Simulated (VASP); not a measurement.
Wanted: the native input for a VASP 6.6.1 run.

* Task: single point
* Functional: r2SCAN
* Potentials or basis: VASP PAW PBE potentials, release 64 (Zn, S)
* Cutoff: 520 eV
* k mesh: 8 × 8 × 8
* Occupations: gaussian, width 0.01 eV
* Spin: no spin polarisation
* Dipole correction: no
* Further INCAR settings: ALGO = Normal; EDIFF = 1e-06; NBANDS = 16

The system is ZnS.

```
CELL_PARAMETERS angstrom
0.11945 2.70577 2.70577
2.70577 0.11945 2.70577
2.70577 2.70577 0.11945
ATOMIC_POSITIONS crystal
Zn 0.00430 0.00430 0.00430
S 0.24570 0.24570 0.24570
```

This cell differs from its parent crystal: epitaxial 111 strain -4.0%.

These files were run (other wordings do the same):

POSCAR

```
ZnS
1.0
    0.1194525233      2.7057749233      2.7057749233
    2.7057749233      0.1194525233      2.7057749233
    2.7057749233      2.7057749233      0.1194525233
Zn S
1 1
Direct
    0.0042993863      0.0042993863      0.0042993863
    0.2457006137      0.2457006137      0.2457006137
```

INCAR.step1

```
SYSTEM = ZnS
PREC = Accurate ; ENCUT = 520
ISMEAR = 0 ; SIGMA = 0.01
LREAL = .False. ; LASPH = .True.
NELM = 80 ; NBANDS = 16
GGA = PE ; ALGO = Normal
EDIFF = 1E-4 ; LWAVE = .True.
LCHARG = .False.
```

INCAR.step2

```
SYSTEM = ZnS
PREC = Accurate ; ENCUT = 520
EDIFF = 1E-6 ; ISMEAR = 0
SIGMA = 0.01 ; LREAL = .False.
LASPH = .True. ; NELM = 80
ALGO = Normal ; ISIF = 2
LWAVE = .False. ; LCHARG = .False.
METAGGA = R2SCAN ; LMIXTAU = .True.
NBANDS = 16 ; ISTART = 1
```

KPOINTS

```
Automatic mesh
0
Gamma
  8 8 8
  0 0 0
```

Potentials or basis: VASP PAW PBE potentials, release 64 (Zn, S).

Run with:

```console
$ cat potpaw_PBE.64/Zn/POTCAR potpaw_PBE.64/S/POTCAR > POTCAR
$ cp INCAR.step1 INCAR
$ mpirun -np 1 vasp_std > vasp.out
$ cp INCAR.step2 INCAR
$ mpirun -np 1 vasp_std > vasp.out
```

It gave:

```yaml
Pressure: 4.9 GPa
Largest_force: 0.004 eV/Å
Band_gap_on_the_k_mesh: 2.69 eV, direct
```

Caveat: the cell differs from its parent crystal (epitaxial 111 strain -4.0%); the PAW data sets were made with another functional, which shifts forces and pressure a little.

It took 73 s on 1 thread of Intel(R) Xeon(R) Platinum 8559C (Emerald Rapids), with other jobs on the host, peak memory 0.18 GiB.
